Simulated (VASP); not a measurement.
Sn2Se:

```
Sn Se
1.0
     4.97220    0.00000    0.00000
    -2.48610    4.30606    0.00000
     0.00000    0.00000    3.89344
Sn Se
2 1
Direct
  0.33333 0.66667 0.50000
  0.66667 0.33333 0.50000
  0.00000 0.00000 0.00000
```

The cell was built from a structure type or drawn by symmetry, and may not be a known phase.

```yaml
Program: VASP 6.6.1
Task: relaxation of cell and atoms
Functional: PBE
Potentials_or_basis: VASP PAW PBE potentials, release 64 (Sn_d, Se)
Cutoff: 600 eV
k_mesh: 12 × 12 × 12
Occupations: gaussian, width 0.1 eV
Spin: no spin polarisation
```

At the start: pressure -0.0 GPa; volume 27.79 Å³/atom.

Q: Where does the relaxation end?

A: Over 7 steps the energy falls by 2.6 meV/atom and the volume is 27.32 Å³/atom (-1.7 %); space group P6/mmm (No. 191, to 0.1 Å) before and after.

The path:
| step | energy change (eV) | largest force (eV/Å) | pressure (GPa) | volume (Å³) |
| --- | --- | --- | --- | --- |
| 1 | 0.0000 | 0.0000 | -0.04 | 83.36 |
| 2 | -0.0027 | 0.0000 | -0.19 | 83.26 |
| 3 | -0.0052 | 0.0000 | -0.36 | 83.12 |
| 4 | -0.0047 | 0.0000 | -0.68 | 82.81 |
| 5 | -0.0060 | 0.0000 | -0.49 | 83.00 |
| 6 | -0.0075 | 0.0000 | -0.14 | 82.18 |
| 7 | -0.0077 | 0.0000 | -0.02 | 81.95 |

Final structure:
```yaml
crystal:
  lattice:
    - [5.00729, 0.00000, 0.00000]
    - [-2.50365, 4.33644, 0.00000]
    - [0.00000, 0.00000, 3.77403]
  atoms:
    - { symbol: Sn, position: [0.33333, 0.66667, 0.50000] }
    - { symbol: Sn, position: [0.66667, 0.33333, 0.50000] }
    - { symbol: Se, position: [0.00000, 0.00000, 0.00000] }
```
